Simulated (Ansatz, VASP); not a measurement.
## Two plane-wave programs on Ta2Si

The input INCAR:

```
  ALGO = Fast
  EDIFF = 1E-7
  ENCUT = 520
  GGA = PS
  ISIF = 2
  ISMEAR = 0
  LASPH = True
  LCHARG = False
  LREAL = False
  LWAVE = False
  NBANDS = 35
  NELM = 80
  PREC = Accurate
  SIGMA = 0.15
```

File KPOINTS:

```
k-points
0
Gamma
  12 12 12
```

POSCAR

```
Ta2Si
1.0
   -3.3138468571      3.3138468571      2.7214913103
    3.3138468571     -3.3138468571      2.7214913103
    3.3138468571      3.3138468571     -2.7214913103
Ta Si
4 2
Direct
    0.6630661939      0.8369338061      0.5000000000
    0.8369338061      0.3369338061      0.1738676123
    0.3369338061      0.1630661939      0.5000000000
    0.1630661939      0.6630661939      0.8261323878
    0.2500000000      0.2500000000      0.0000000000
    0.7500000000      0.7500000000      0.0000000000
```

Input for Ansatz:

```yaml
crystal:
  lattice:
    - [-3.3138468571, 3.3138468571, 2.7214913103]
    - [3.3138468571, -3.3138468571, 2.7214913103]
    - [3.3138468571, 3.3138468571, -2.7214913103]
  atoms:
    - { symbol: Ta, position: [0.6630661939, 0.8369338061, 0.5] }
    - { symbol: Ta, position: [0.8369338061, 0.3369338061, 0.1738676123] }
    - { symbol: Ta, position: [0.3369338061, 0.1630661939, 0.5] }
    - { symbol: Ta, position: [0.1630661939, 0.6630661939, 0.8261323878] }
    - { symbol: Si, position: [0.25, 0.25, 0.0] }
    - { symbol: Si, position: [0.75, 0.75, 0.0] }
basis:
  ecutwfc: 420
kpoints:
  mp_grid: { grid: [12, 12, 12] }
hamiltonian:
  xc: pbesol
scf:
  occupations: { method: gaussian, width: 0.15 }
output:
  forces: true
  stress: true
  eigenvalues: true
```

Change from the starting cell: strain +0.080 along x and y, +0.080 along z, atoms carried along.

Alike in both runs: task single point; functional PBEsol; k mesh 12 × 12 × 12; occupations gaussian, width 0.15 eV; no spin polarisation.

|  | VASP | Ansatz |
| --- | --- | --- |
| version | VASP 6.6.1 | Ansatz 0.2.0 |
| potentials or method | VASP PAW PBE potentials, release 64 (Ta_pv, Si), cutoff 520 eV | scalar-relativistic, plane waves, PAW |
| valence electrons in the cell | 52 | 60 |

Ansatz gave:

- gap on the k mesh at the Fermi level (eV): none
- pressure (GPa): -32.5
- traceless stress, the component that is largest in VASP (GPa): 0.96
- rms of the force components (eV/Å): 0.116

**Question.** What did VASP give for the same quantities?

**Answer.** gap on the k mesh at the Fermi level (eV): none; pressure (GPa): -32.5; traceless stress, the component that is largest in VASP (GPa): 0.96; rms of the force components (eV/Å): 0.114.

VASP's potentials were made for PBE, not for PBEsol. Atom by atom the forces differ by 0.002 eV/Å (rms over components). A gap of «none» marks a metal or a gap that the smearing closes. Both programs put the cell under strong tension, so it lies far from rest at this level. VASP's potentials hold 52 valence electrons a cell and Ansatz's 60, so a difference there can come from the potentials and not from the codes.

Neither program's run includes spin-orbit coupling. Noted on VASP's run: the cell as given lies far from equilibrium.
